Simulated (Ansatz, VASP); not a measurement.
**AlN in VASP and in Ansatz**

```
Al N
1.0
     0.00000    2.03526    2.03526
     2.03526    0.00000    2.03526
     2.03526    2.03526    0.00000
Al N
1 1
Direct
  0.00000 0.00000 0.00000
  0.50000 0.50000 0.50000
```

Alike in both runs: task relaxation of cell and atoms; functional PBE; k mesh 10 × 10 × 10; occupations gaussian, width 0.02 eV; no spin polarisation.

```csv
,VASP,Ansatz
version,VASP 6.6.1,Ansatz 0.2.0
potentials or method,"VASP PAW PBE potentials, release 64 (Al, N), cutoff 600 eV","scalar-relativistic, plane waves, PAW"
valence electrons in the cell,8,8
```

Ansatz gave:

| Item | Value |
| --- | --- |
| gap on the k mesh at the Fermi level, each at its own relaxed structure (eV) | 4.44 |
| relaxed volume (Å³/atom) | 8.43 |
| relaxed cell length with the largest relative difference (Å) | 2.878 |

Task: Which values does VASP return?

Result: gap on the k mesh at the Fermi level, each at its own relaxed structure (eV): 4.43; relaxed volume (Å³/atom): 8.42; relaxed cell length with the largest relative difference (Å): 2.877.
